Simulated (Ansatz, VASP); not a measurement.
# Hf in VASP and in Ansatz

```xyz
1
Lattice="14.0000 0.0000 0.0000 0.0000 14.4000 0.0000 0.0000 0.0000 14.8000" Properties=species:S:1:pos:R:3 pbc="T T T"
Hf    7.0000    7.2000    7.4000
```

Alike in both runs: task single point; functional PBEsol; k mesh 1 × 1 × 1; occupations fermi-dirac, width 0.01 eV; collinear spin.

|  | VASP | Ansatz |
| --- | --- | --- |
| version | VASP 6.6.1 | Ansatz 0.2.0 |
| potentials or method | VASP PAW PBE potentials, release 64 (Hf_pv), cutoff 520 eV | plane waves (420 eV) with PAW, scalar-relativistic |
| valence electrons in the cell | 10 | 26 |

Ansatz gave:

```
gap on the k mesh at the Fermi level (eV)                     : 0.48
net moment per atom (μB)                                      : 2.00
size of the moment on the site where the two differ most (μB) : 2.00
```

Which values does VASP return?

gap on the k mesh at the Fermi level (eV): 0.01; net moment per atom (μB): 2.00; size of the moment on the site where the two differ most (μB): 1.35.

VASP's potentials were made for PBE, not for PBEsol, and Ansatz warns of the same on its side. Site moments also hang on the region over which each program counts them. VASP's potentials hold 10 valence electrons a cell and Ansatz's 26, so a difference there can come from the potentials and not from the codes.

Neither program's run includes spin-orbit coupling.
